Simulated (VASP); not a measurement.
Input of a VASP 6.6.1 run:

INCAR

```
ALGO = Normal ; EDIFF = 1E-7
ENCUT = 520 ; GGA = PE
ISIF = 2 ; ISMEAR = -1
LASPH = True ; LCHARG = False
LREAL = False ; LWAVE = False
NBANDS = 39 ; NELM = 100
PREC = Accurate ; SIGMA = 0.05
```

File KPOINTS:

```
k-points
0
Gamma
  13 8 1
```

The input POSCAR:

```
Hf
1.0
    3.2031969917      0.0000000000      0.0000000000
    0.0000000000      5.0702495505      0.0000000000
    0.0000000000      0.0000000000     22.4728000000
Hf
6
Direct
    0.7500000000      0.7500000000      0.3611102861
    0.2500000000      0.2500000000      0.4001720238
    0.2500000000      0.7500000000      0.4783484240
    0.7500000000      0.2500000000      0.5216515782
    0.7500000000      0.7500000000      0.5998279615
    0.2500000000      0.2500000000      0.6388897264
```

Potentials or basis: VASP PAW PBE potentials, release 64 (Hf_pv).

The run is started by

```bash
$ cat potpaw_PBE.64/Hf_pv/POTCAR > POTCAR
$ mpirun -np 1 vasp_std > vasp.out
```

(1) Predict the band gap on the k mesh.

(2) Predict the largest force.

## Answers

(1) zero (bands 30 and 31 overlap by 0.46 eV).

(2) 0.041 eV/Å.

Caveat: spin-orbit coupling is left out, which moves the levels of the heavy elements.
